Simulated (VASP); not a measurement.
# Bi2Te3 (R-3m) in VASP: single point with PBE

Aim: the single point of Bi2Te3 with PBE.

Everything below comes from runs of VASP 6.6.1. Logs are shortened: lines on timing, memory, paths and dates and some standing lists are left out, and cuts for length are marked.

## (1) The cell of the first run

It takes space group R-3m (No. 166, trigonal). The conventional cell has a = 4.167 Å, b = 4.167 Å, c = 28.972 Å, α = 90.00°, β = 90.00°, γ = 120.00°. Bi (site symmetry 3m) has 6 Te at 2.92 to 3.09 Å within 3.8 Å. Within 4.4 Å of Te (site symmetry -3m) lie 6 Bi at 3.09 Å and 12 Te at 4.17 to 4.32 Å. Within 3.8 Å of Te (site symmetry 3m) lie 3 Bi at 2.92 Å and 3 Te at 3.46 Å.

## (2) Single point, PBE (strain -0.050 along x and y, -0.050 along z)

INCAR

```
SYSTEM = Bi2Te3
PREC = Accurate ; ENCUT = 520
EDIFF = 1E-7 ; ISMEAR = 0
SIGMA = 0.03 ; LREAL = .False.
LASPH = .True. ; NELM = 100
ALGO = Normal ; ISIF = 2
LWAVE = .False. ; LCHARG = .False.
GGA = PE ; NBANDS = 32
```

KPOINTS

```
regular mesh
0
Gamma
  12 12 12
  0 0 0
```

POSCAR

```
Bi2Te3
1.0
    2.0833505305      1.2028229896      9.6573865000
   -2.0833505305      1.2028229896      9.6573865000
    0.0000000000     -2.4056459792      9.6573865000
Bi Te
2 3
Direct
    0.4000000000      0.4000000000      0.4000000000
    0.6000000000      0.6000000000      0.6000000000
    0.0000000000      0.0000000000      0.0000000000
    0.2095000000      0.2095000000      0.2095000000
    0.7905000000      0.7905000000      0.7905000000
```

Potentials or basis: VASP PAW PBE potentials, release 64 (Bi_d, Te).

Started as:

```bash
$ cat potpaw_PBE.64/Bi_d/POTCAR potpaw_PBE.64/Te/POTCAR > POTCAR
$ mpirun -np 1 vasp_std > vasp.out
```

OUTCAR:

```text
SYSTEM = Bi2Te3
   PREC = Accurate
   ENCUT = 520
   EDIFF = 1E-7
   ISMEAR = 0
   LREAL = .False.
   LASPH = .True.
   NELM = 100
   ISIF = 2
   GGA = PE

 ion  position               nearest neighbor table
   1  0.400  0.400  0.400-   5 2.92   5 2.92   5 2.92   3 3.09   3 3.09   3 3.09
   2  0.600  0.600  0.600-   4 2.92   4 2.92   4 2.92   3 3.09   3 3.09   3 3.09
   3  0.000  0.000  0.000-   2 3.09   1 3.09   2 3.09   2 3.09   1 3.09   1 3.09
   4  0.209  0.209  0.209-   2 2.92   2 2.92   2 2.92   5 3.46   5 3.46   5 3.46
   5  0.791  0.791  0.791-   1 2.92   1 2.92   1 2.92   4 3.46   4 3.46   4 3.46

  LATTYP: Found a trigonal (rhomboedric) cell.
 ALAT       =     9.9524995146
 COS(alpha) =     0.9123624232

  Lattice vectors:

 A1 = (   2.0833505305,   1.2028229896,   9.6573865000)
 A2 = (  -2.0833505305,   1.2028229896,   9.6573865000)
 A3 = (   0.0000000000,  -2.4056459792,   9.6573865000)

Analysis of symmetry for initial positions (statically):
=====================================================================
 Subroutine PRICEL returns:
 Original cell was already a primitive cell.

 Routine SETGRP: Setting up the symmetry group for a
 trigonal (rhombohedral) supercell.

 Subroutine GETGRP returns: Found 12 space group operations
 (whereof 12 operations were pure point group operations)
 out of a pool of 12 trial point group operations.

The static configuration has the point symmetry D_3d.

Analysis of symmetry for dynamics (positions and initial velocities):
=====================================================================
 Subroutine PRICEL returns:
 Original cell was already a primitive cell.

 Routine SETGRP: Setting up the symmetry group for a
 trigonal (rhombohedral) supercell.

 Subroutine GETGRP returns: Found 12 space group operations
 (whereof 12 operations were pure point group operations)
 out of a pool of 12 trial point group operations.

The dynamic configuration has the point symmetry D_3d.

 Subroutine INISYM returns: Found 12 space group operations
 (whereof 12 operations are pure point group operations),
 and found     1 'primitive' translations

----------------------------------------------------------------------------------------

                                     Primitive cell

  volume of cell :     145.2028
[... 94 lines left out ...]
   NELM   =    100;   NELMIN=  2; NELMDL= -5     # of ELM steps
   EDIFF  = 0.1E-06   stopping-criterion for ELM
   LREAL  =      F    real-space projection
   EDIFFG = 0.1E-05   stopping-criterion for IOM
   NSW    =      0    number of steps for IOM
   IBRION =     -1    ionic relax: 0-MD 1-quasi-New 2-CG
   NFREE  =      0    steps in history (QN), initial steepest desc. (CG)
   ISIF   =      2    stress and relaxation
   ISYM   =      2    0-nonsym 1-usesym 2-fastsym
   POTIM  = 0.5000    time-step for ionic-motion
   TEBEG  =    0.0;   TEEND  =   0.0 temperature during run
   PSTRESS=    0.0 pullay stress
   NELECT =      48.0000    total number of electrons
   NUPDOWN=      -1.0000    fix difference up-down
   EMIN   =  10.00;   EMAX   =-10.00  energy-range for DOS
   EFERMI =   0.00;   METHOD = LEGACY
   ISMEAR =     0;   SIGMA  =   0.03  broadening in eV -4-tet -1-fermi 0-gaus
   EFERMI_NEDOS =   21; number of points for ismear=-14 and -15
   IALGO  =     38    algorithm
   IMIX   =      4    mixing-type and parameters
     AMIX     =   0.40;   BMIX     =  1.00
     AMIX_MAG =   1.60;   BMIX_MAG =  1.00
  volume/ion in A,a.u.               =      29.04       195.98
  Fermi-wavevector in a.u.,A,eV,Ry     =   1.131958  2.139090 17.433534  1.281329
  Thomas-Fermi vector in A             =   2.268658
   LORBIT       =      0    0 simple, 1 ext, 2 COOP (PROOUT), +10 PAW based schemes
   GGA     = PE    functional components
   LHFCALC =     F    Hartree Fock is set to
   AEXX    =    0.0000 exact exchange contribution
   IVDW    =     0    specifies the selected vdW correction
   LEPSILON=     F    determine dielectric tensor
   LRPA    =     F    only Hartree local field effects (RPA)
 non-spin polarized calculation
 Gauss-broadening in eV      SIGMA  =   0.03
  energy-cutoff  :      520.00
  volume of cell :      145.20
 maximum number of plane-waves:      3947
 NGX is ok and might be reduce to    80
   NGX = 37   NGY = 37   NGZ = 37

 number of electron      47.9999999 magnetization

 Free energy of the ion-electron system (eV)
  ---------------------------------------------------
  ext. energy  EPLUGINS =         0.00000000
  ---------------------------------------------------
  free energy    TOTEN  =       -17.26300551 eV

  energy without entropy =      -17.26300549  energy(sigma->0) =      -17.26300550

 E-fermi :   8.5671     XC(G=0): -10.0331

 val. band max:        8.4887170623   @ k =   0.0000   0.0000   0.0000
 cond. band min:       8.6453921780   @ k =   0.0000   0.0000   0.0000
 fundamental gap:      0.1566751157
 Fermi energy:         8.5670547370

 k-point     1 :       0.0000    0.0000    0.0000
  band No.  band energies     occupation
      1     -15.1161      2.00000
      2     -15.1161      2.00000
      3     -15.1127      2.00000
      4     -15.1127      2.00000
      5     -15.0925      2.00000
      6     -15.0898      2.00000
[... 829 lines left out ...]
     31      12.5739      0.00000
     32      12.7957      0.00000

 [... further k-points ...]

------------------------ aborting loop because EDIFF is reached ----------------------------------------

  FORCE on cell =-STRESS in cart. coord.  units (eV):
  Direction    XX          YY          ZZ          XY          YZ          ZX
  --------------------------------------------------------------------------------------
  -------------------------------------------------------------------------------------
  Total       12.3392671     12.3392671     12.8807783      0.0000000      0.0000000      0.0000000
  in kB      136.1523104    136.1523104    142.1273820      0.0000000      0.0000000      0.0000000
  external PRESSURE =     138.1440009 kB  Pullay stress =       0.0000000 kB

 VOLUME and BASIS-vectors are now :
 -----------------------------------------------------------------------------
  energy-cutoff  :      520.00
  volume of cell :      145.20
      direct lattice vectors                 reciprocal lattice vectors
     2.083350531  1.202822990  9.657386500     0.239998019  0.138562921  0.034515894
    -2.083350531  1.202822990  9.657386500    -0.239998019  0.138562921  0.034515894
     0.000000000 -2.405645979  9.657386500     0.000000000 -0.277125842  0.034515894

 POSITION                                       TOTAL-FORCE (eV/Angst)
 -----------------------------------------------------------------------------------
      0.00000      0.00000     11.58886         0.000000     -0.000000     -0.435166
      0.00000      0.00000     17.38330         0.000000      0.000000      0.435166
      0.00000      0.00000      0.00000         0.000000      0.000000     -0.000000
      0.00000      0.00000      6.06967         0.000000      0.000000     -1.140968
      0.00000      0.00000     22.90249         0.000000     -0.000000      1.140968
 -----------------------------------------------------------------------------------
    total drift:                               -0.000000     -0.000000     -0.000000

  FREE ENERGIE OF THE ION-ELECTRON SYSTEM (eV)
  ---------------------------------------------------
  free  energy   TOTEN  =       -17.2630055140 eV

  energy  without entropy=      -17.2630054926  energy(sigma->0) =      -17.26300550
```

Run time: 49 min. Hardware: 1 thread of Intel Xeon 6975P-C (Granite Rapids), shared host; peak memory 1.4 GiB.

Results:

```yaml
Free_energy: -17.2630 eV
Pressure: 13.8 GPa
Largest_force: 1.141 eV/Å
Band_gap_on_the_k_mesh: 0.16 eV
```

Forces in eV/Å, atoms in the order of the input:
```
Bi   0.000  0.000 -0.435
Bi   0.000  0.000  0.435
Te   0.000  0.000  0.000
Te   0.000  0.000 -1.141
Te   0.000  0.000  1.141
```

Caveat: the cell differs from its parent crystal (strain -0.050 along x and y, -0.050 along z); the cell stands under pressure; spin-orbit coupling is left out, which moves the levels of the heavy elements; forces of over 1 eV/Å act on the atoms, so gaps and moduli don't describe the material at rest.
